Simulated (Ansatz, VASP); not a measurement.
## One calculation of W, two programs

```
W
1.0
     0.00000    2.06045    2.03000
     2.06045    0.00000    2.03000
     2.06045    2.06045    0.00000
W
1
Direct
  0.00000 0.00000 0.00000
```

Change from the starting cell: strain +0.015 along x and y, +0.000 along z, atoms carried along.

Alike in both runs: task single point; functional PBEsol; k mesh 20 × 20 × 20; occupations gaussian, width 0.15 eV; no spin polarisation.

|  | VASP | Ansatz |
| --- | --- | --- |
| version | VASP 6.6.1 | Ansatz 0.2.0 |
| potentials or method | VASP PAW PBE potentials, release 64 (W_sv), cutoff 520 eV | scalar-relativistic, plane waves, PAW |
| valence electrons in the cell | 14 | 14 |

|  | VASP | Ansatz | Ansatz less VASP |
| --- | --- | --- | --- |
| gap on the k mesh at the Fermi level (eV) | none | none | - |
| pressure (GPa) | -19.2 | -19.5 | -0.34 |
| traceless stress, the component that is largest in VASP (GPa) | -3.28 | -3.26 | +0.021 |

VASP's potentials were made for PBE, not for PBEsol. A gap of «none» marks a metal or a gap that the smearing closes. The functional is the same, so the differences come from potentials, cutoffs and numerics.

Neither program's run includes spin-orbit coupling.
